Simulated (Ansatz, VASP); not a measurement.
# One calculation of TiC, two programs

INCAR

```
PREC     = Accurate       # precision mode
ENCUT    = 520            # plane-wave cutoff, eV
EDIFF    = 1E-7           # SCF threshold, eV
ISMEAR   = -1             # smearing method
SIGMA    = 0.1            # smearing width, eV
LREAL    = False          # projectors in reciprocal space
LASPH    = True           # aspherical terms in the spheres
NELM     = 60             # most SCF steps
ALGO     = Normal         # electronic algorithm
ISIF     = 2              # what is computed and relaxed
LWAVE    = False          # write WAVECAR
LCHARG   = True           # write CHGCAR
GGA      = PS             # functional
LELF     = True           # ELF
LVHAR    = True         
NBANDS   = 15             # bands
```

KPOINTS

```
Automatic mesh
0
Gamma
  14 14 14
```

The input POSCAR:

```
TiC
1.0
    0.0000000000      2.1467481303      2.1467481303
    2.1467481303      0.0000000000      2.1467481303
    2.1467481303      2.1467481303      0.0000000000
Ti C
1 1
Direct
    0.0000000000      0.0000000000      0.0000000000
    0.5000000000      0.5000000000      0.5000000000
```

Input for Ansatz:

```yaml
crystal:
  lattice:
    - [0.0, 2.14674813031, 2.14674813031]
    - [2.14674813031, 0.0, 2.14674813031]
    - [2.14674813031, 2.14674813031, 0.0]
  atoms:
    - { symbol: Ti, position: [0.0, 0.0, 0.0] }
    - { symbol: C, position: [0.5, 0.5, 0.5] }
kpoints:
  mp_grid: { grid: [14, 14, 14] }
scf:
  occupations: { method: fermi_dirac, width: 0.1 }
hamiltonian:
  xc: pbesol
  pseudopotentials: { kind: all_electron, lapw: { basis_error: 0.001 } }
output:
  forces: true
  stress: true
  eigenvalues: true
  eigenstates:
    nscf_kmesh: { grid: [24, 24, 24] }
    de_dk: true
    e_range: [-14, 14]
  optics:
    e_range: [0, 25]
    de: 0.2
    sigma: 0.1
    bands: { spectra_wanted_up_to: 25 }
    nscf_kmesh: { grid: [24, 24, 24] }
    drude_damping: 0.2
checkpoint:
  write: ck
  write_wavefunctions: false
```

Alike in both runs: task single point; functional PBEsol; k mesh 14 × 14 × 14; occupations fermi-dirac, width 0.1 eV; no spin polarisation.

```csv
,VASP,Ansatz
version,VASP 6.6.1,Ansatz 0.2.0
potentials or method,"VASP PAW PBE potentials, release 64 (Ti_sv, C), cutoff 520 eV","all-electron LAPW, scalar-relativistic"
```

Ansatz gave:

```
pressure (GPa) : 0.0
```

Problem. Estimate VASP's values.

Solution. Pressure (GPa): 0.2.

VASP's potentials were made for PBE, not for PBEsol. Ansatz ran all-electron here, and VASP with PAW potentials. Ansatz's warnings: optics on partly filled bands.
